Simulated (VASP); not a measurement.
# BaGa3Ni in VASP: single point with PBE

Aim: the single point of BaGa3Ni with PBE.

Program: VASP 6.6.1. These are calculated values, not measurements. Logs are shortened: lines on timing, memory, paths and dates and some standing lists are left out, and cuts for length are marked.

### Step 1. The cell of the first run

The typed cell holds 10 atoms: a = 6.464 Å, b = 6.464 Å, c = 5.441 Å, α = 90.00°, β = 90.00°, γ = 60.00°.

### Step 2. Single point, PBE

Contents of INCAR:

```
SYSTEM = BaGa3Ni
  ALGO = Normal
  EDIFF = 1E-6
  ENCUT = 600
  GGA = PE
  GGA_COMPAT = .False.
  ISIF = 2
  ISMEAR = 0
  LASPH = .True.
  LCHARG = .True.
  LELF = .True.
  LREAL = .False.
  LVHAR = .True.
  LWAVE = .False.
  NBANDS = 70
  NELECT = 117.0
  NELM = 120
  PREC = Accurate
  SIGMA = 0.0223
```

Contents of KPOINTS:

```
k-points
0
Gamma
  3 3 4
  0 0 0
```

Contents of POSCAR:

```
BaGa3Ni
1.0
    3.2318580000      5.5977380000      0.0000000000
   -3.2318580000      5.5977380000      0.0000000000
    0.0000000000      0.0000000000      5.4412000000
Ga Ni Ba
6 2 2
Direct
    0.2964000000      0.8518000000      0.5000000000
    0.8518000000      0.8518000000      0.5000000000
    0.8518000000      0.2964000000      0.5000000000
    0.7036000000      0.1482000000      0.0000000000
    0.1482000000      0.1482000000      0.0000000000
    0.1482000000      0.7036000000      0.0000000000
    0.0000000000      0.0000000000      0.2559400000
    0.0000000000      0.0000000000      0.7440600000
    0.3333000000      0.3334000000      0.5000000000
    0.6667000000      0.6666000000      0.0000000000
```

Potentials or basis: VASP PAW PBE potentials, release 64 (Ga_d, Ni, Ba_sv).

Command:

```bash
$ cat potpaw_PBE.64/Ga_d/POTCAR potpaw_PBE.64/Ni/POTCAR potpaw_PBE.64/Ba_sv/POTCAR > POTCAR
$ mpirun -np 1 vasp_std > vasp.out
```

OUTCAR:

```text
SYSTEM = BaGa3Ni
   EDIFF = 1E-6
   ENCUT = 600
   GGA = PE
   ISIF = 2
   ISMEAR = 0
   LASPH = .True.
   LREAL = .False.
   NELECT = 117.0
   NELM = 120
   PREC = Accurate

 ion  position               nearest neighbor table
   1  0.296  0.852  0.500-   7 2.13   8 2.13   2 2.87   3 2.87   9 3.24   9 3.24  10 3.42  10 3.42

   2  0.852  0.852  0.500-   7 2.13   8 2.13   1 2.87   3 2.87   9 3.24   9 3.24  10 3.42  10 3.42

   3  0.852  0.296  0.500-   7 2.13   8 2.13   2 2.87   1 2.87   9 3.24   9 3.24  10 3.42  10 3.42
[... 9 lines left out ...]
   8  0.000  0.000  0.744-   2 2.13   1 2.13   3 2.13   5 2.17   4 2.17   6 2.17   7 2.66   7 2.79

   9  0.333  0.333  0.500-   1 3.24   2 3.24   3 3.24   3 3.24   1 3.24   2 3.24   6 3.42   6 3.42
                             5 3.42   5 3.42   4 3.42   4 3.42  10 4.62  10 4.62  10 4.62  10 4.62
  10  0.667  0.667  0.000-   4 3.24   5 3.24   6 3.24   6 3.24   4 3.24   5 3.24   3 3.42   3 3.42
                             2 3.42   2 3.42   1 3.42   1 3.42   9 4.62   9 4.62   9 4.62   9 4.62

  LATTYP: Found a hexagonal cell.
 ALAT       =     6.4637123117
 C/A-ratio  =     0.8418072676

  Lattice vectors:

 A1 = (   3.2318580000,  -5.5977380000,   0.0000000000)
 A2 = (   3.2318580000,   5.5977380000,   0.0000000000)
 A3 = (   0.0000000000,   0.0000000000,   5.4412000000)

Analysis of symmetry for initial positions (statically):
=====================================================================
 Subroutine PRICEL returns:
 Original cell was already a primitive cell.

 Routine SETGRP: Setting up the symmetry group for a
 hexagonal supercell.

 Subroutine GETGRP returns: Found  4 space group operations
 (whereof  4 operations were pure point group operations)
 out of a pool of 24 trial point group operations.

The static configuration has the point symmetry C_2v.

Analysis of symmetry for dynamics (positions and initial velocities):
=====================================================================
 Subroutine PRICEL returns:
 Original cell was already a primitive cell.

 Routine SETGRP: Setting up the symmetry group for a
 hexagonal supercell.

 Subroutine GETGRP returns: Found  4 space group operations
 (whereof  4 operations were pure point group operations)
 out of a pool of 24 trial point group operations.

The dynamic configuration has the point symmetry C_2v.

 Subroutine INISYM returns: Found  4 space group operations
 (whereof  4 operations are pure point group operations),
[... 107 lines left out ...]
   POTIM  = 0.5000    time-step for ionic-motion
   TEBEG  =    0.0;   TEEND  =   0.0 temperature during run
   PSTRESS=    0.0 pullay stress
   NELECT =     117.0000    total number of electrons
   NUPDOWN=      -1.0000    fix difference up-down
   EMIN   =  10.00;   EMAX   =-10.00  energy-range for DOS
   EFERMI =   0.00;   METHOD = LEGACY
   ISMEAR =     0;   SIGMA  =   0.02  broadening in eV -4-tet -1-fermi 0-gaus
   EFERMI_NEDOS =   21; number of points for ismear=-14 and -15
   IALGO  =     38    algorithm
   IMIX   =      4    mixing-type and parameters
     AMIX     =   0.40;   BMIX     =  1.00
     AMIX_MAG =   1.60;   BMIX_MAG =  1.00
  volume/ion in A,a.u.               =      19.69       132.86
  Fermi-wavevector in a.u.,A,eV,Ry     =   1.376386  2.600993 25.775403  1.894439
  Thomas-Fermi vector in A             =   2.501636
   LORBIT       =      0    0 simple, 1 ext, 2 COOP (PROOUT), +10 PAW based schemes
   GGA     = PE    functional components
   LHFCALC =     F    Hartree Fock is set to
   AEXX    =    0.0000 exact exchange contribution
   IVDW    =     0    specifies the selected vdW correction
   LEPSILON=     F    determine dielectric tensor
   LRPA    =     F    only Hartree local field effects (RPA)
 non-spin polarized calculation
 Gauss-broadening in eV      SIGMA  =   0.02
  energy-cutoff  :      600.00
  volume of cell :      196.87
 maximum number of plane-waves:      6610
 NGX is ok and might be reduce to    54
   NGX = 25   NGY = 25   NGZ = 21

 number of electron     116.9999982 magnetization

 Free energy of the ion-electron system (eV)
  ---------------------------------------------------
  ext. energy  EPLUGINS =         0.00000000
  ---------------------------------------------------
  free energy    TOTEN  =       -36.17825828 eV

  energy without entropy =      -36.17254794  energy(sigma->0) =      -36.17540311

 E-fermi :   5.3395     XC(G=0): -10.6981

 val. band max:        5.3207244925   @ k =   0.0000   0.0000   0.5000
 cond. band min:       5.3522670269   @ k =   0.0000   0.3333   0.5000
 fundamental gap:      0.0315425344
 Fermi energy:         5.3395183231

 k-point     1 :       0.0000    0.0000    0.0000
  band No.  band energies     occupation
      1     -21.7869      2.00000
      2     -21.7483      2.00000
      3      -9.5942      2.00000
      4      -9.5260      2.00000
      5      -9.4854      2.00000
      6      -9.4854      2.00000
[... 865 lines left out ...]
     69       8.7730      0.00000
     70       8.7837      0.00000

------------------------ aborting loop because EDIFF is reached ----------------------------------------

  FORCE on cell =-STRESS in cart. coord.  units (eV):
  Direction    XX          YY          ZZ          XY          YZ          ZX
  --------------------------------------------------------------------------------------
  -------------------------------------------------------------------------------------
  Total       18.5290918     18.5317528     20.4028489      0.0023289      0.0000000      0.0000000
  in kB      150.7909202    150.8125757    166.0396744      0.0189529      0.0000000      0.0000000
  external PRESSURE =     155.8810568 kB  Pullay stress =       0.0000000 kB

 VOLUME and BASIS-vectors are now :
 -----------------------------------------------------------------------------
  energy-cutoff  :      600.00
  volume of cell :      196.87
      direct lattice vectors                 reciprocal lattice vectors
     3.231858000  5.597738000  0.000000000     0.154709768  0.089321794  0.000000000
    -3.231858000  5.597738000  0.000000000    -0.154709768  0.089321794  0.000000000
     0.000000000  0.000000000  5.441200000     0.000000000  0.000000000  0.183782989

 POSITION                                       TOTAL-FORCE (eV/Angst)
 -----------------------------------------------------------------------------------
     -1.79497      6.42732      2.72060         4.167064      2.406957      0.000000
      0.00000      9.53631      2.72060        -0.000956     -4.812259      0.000000
      1.79497      6.42732      2.72060        -4.166916      2.405769      0.000000
      1.79497      4.76815      0.00000        -3.406456     -1.967829      0.000000
      0.00000      1.65917      0.00000         0.000963      3.933990      0.000000
     -1.79497      4.76815      0.00000         3.406294     -1.966623      0.000000
      0.00000      0.00000      1.39262        -0.000006      0.000003     -1.004880
      0.00000      0.00000      4.04858        -0.000006      0.000003      1.004880
     -0.00032      3.73201      2.72060         0.001913     -0.001104      0.000000
      0.00032      7.46346      0.00000        -0.001894      0.001094      0.000000
 -----------------------------------------------------------------------------------
    total drift:                                0.000107     -0.000065     -0.000000

  FREE ENERGIE OF THE ION-ELECTRON SYSTEM (eV)
  ---------------------------------------------------
  free  energy   TOTEN  =       -36.1782582750 eV

  energy  without entropy=      -36.1725479441  energy(sigma->0) =      -36.17540311
```

OSZICAR:

```text
N       E                     dE             d eps       ncg     rms          rms(c)
DAV:   1     0.138967316759E+04    0.13897E+04   -0.55560E+04  1808   0.300E+03
DAV:   2     0.272554942253E+03   -0.11171E+04   -0.10728E+04  1680   0.830E+02
DAV:   3    -0.912125655823E+01   -0.28168E+03   -0.27195E+03  1872   0.270E+02
DAV:   4    -0.366563977693E+02   -0.27535E+02   -0.26971E+02  2072   0.819E+01
DAV:   5    -0.383030433481E+02   -0.16466E+01   -0.16292E+01  2522   0.191E+01    0.183E+01
DAV:   6    -0.411599163046E+02   -0.28569E+01   -0.47386E+01  1984   0.562E+01    0.197E+01
DAV:   7    -0.360830861745E+02    0.50768E+01   -0.15966E+01  2016   0.437E+01    0.476E+00
DAV:   8    -0.365825549767E+02   -0.49947E+00   -0.70159E+00  2280   0.163E+01    0.771E+00
DAV:   9    -0.361836218607E+02    0.39893E+00   -0.22113E+00  1910   0.133E+01    0.132E+00
DAV:  10    -0.361771725458E+02    0.64493E-02   -0.25232E-01  2368   0.490E+00    0.539E-01
DAV:  11    -0.361776728580E+02   -0.50031E-03   -0.45996E-02  1822   0.244E+00    0.353E-01
DAV:  12    -0.361782704053E+02   -0.59755E-03   -0.10591E-02  2052   0.138E+00    0.181E-01
DAV:  13    -0.361782451634E+02    0.25242E-04   -0.29579E-03  2338   0.846E-01    0.117E-01
DAV:  14    -0.361782296993E+02    0.15464E-04   -0.14182E-03  2704   0.395E-01    0.407E-02
DAV:  15    -0.361782563449E+02   -0.26646E-04   -0.46834E-04  2494   0.170E-01    0.172E-02
DAV:  16    -0.361782567238E+02   -0.37892E-06   -0.36409E-05  1944   0.109E-01    0.652E-03
DAV:  17    -0.361782580969E+02   -0.13731E-05   -0.67512E-06  1772   0.381E-02    0.600E-03
DAV:  18    -0.361782582750E+02   -0.17812E-06   -0.26894E-06  1286   0.199E-02
   1 F= -.36178258E+02 E0= -.36175403E+02  d E =-.571033E-02
```

Wall time 11 min (1 thread of Intel Xeon 8259CL, shared host); peak memory 0.47 GiB.

What came out:

```
Free energy   : -36.1783 eV
Largest force : 4.812 eV/Å
```

Forces on the atoms (eV/Å):
```
Ga   4.167  2.407  0.000
Ga  -0.001 -4.812  0.000
Ga  -4.167  2.406  0.000
Ga  -3.406 -1.968  0.000
Ga   0.001  3.934  0.000
Ga   3.406 -1.967  0.000
Ni   0.000  0.000 -1.005
Ni   0.000  0.000  1.005
Ba   0.002 -0.001  0.000
Ba  -0.002  0.001  0.000
```

Caveat: the k points lie up to 0.37 Å⁻¹ apart, too coarse for converged energies and pressures of a metal; the cell carries a net charge on a neutralising background, which shifts energy and pressure; the cell is charged against a uniform background, so pressure and absolute levels hang on convention; spin-orbit coupling is left out, which moves the levels of the heavy elements; forces of over 1 eV/Å act on the atoms, so gaps and moduli don't describe the material at rest. Spin polarisation is off, so any magnetic state and its effect on volume and gap are missing.
